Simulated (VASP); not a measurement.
Here is a VASP 6.6.1 calculation.

The input INCAR:

```
ALGO = Normal
EDIFF = 1E-6
ENCUT = 520
GGA = PS
ISIF = 2
ISMEAR = 1
LASPH = T
LCHARG = T
LELF = T
LREAL = F
LVHAR = T
LWAVE = F
NBANDS = 21
NELM = 60
PREC = Accurate
SIGMA = 0.1
```

The input KPOINTS:

```
k-points
0
Gamma
  34 34 19
```

File POSCAR:

```
Ru
1.0
    2.6907711210      0.0000000000      0.0000000000
   -1.3453855600      2.3302761460      0.0000000000
    0.0000000000      0.0000000000      4.2477013430
Ru
2
Direct
    0.0000000000      0.0000000000      0.0000000000
    0.3333333333      0.6666666667      0.5000000000
```

Potentials or basis: VASP PAW PBE potentials, release 64 (Ru_pv).

The run is started by

```sh
$ cat potpaw_PBE.64/Ru_pv/POTCAR > POTCAR
$ mpirun -np 1 vasp_std > vasp.out
```

**Question.** What does it give for the pressure?

**Answer.** 0.0 GPa.

**Question.** Predict the band gap on the k mesh.

**Answer.** Zero (bands 14 and 15 overlap by 3.34 eV).

Stress tensor (GPa, compression positive):
```
 0.11  0.00  0.00
 0.00  0.11  0.00
 0.00  0.00 -0.19
```

Caveat: the PAW data sets were made with another functional, which shifts forces and pressure a little.
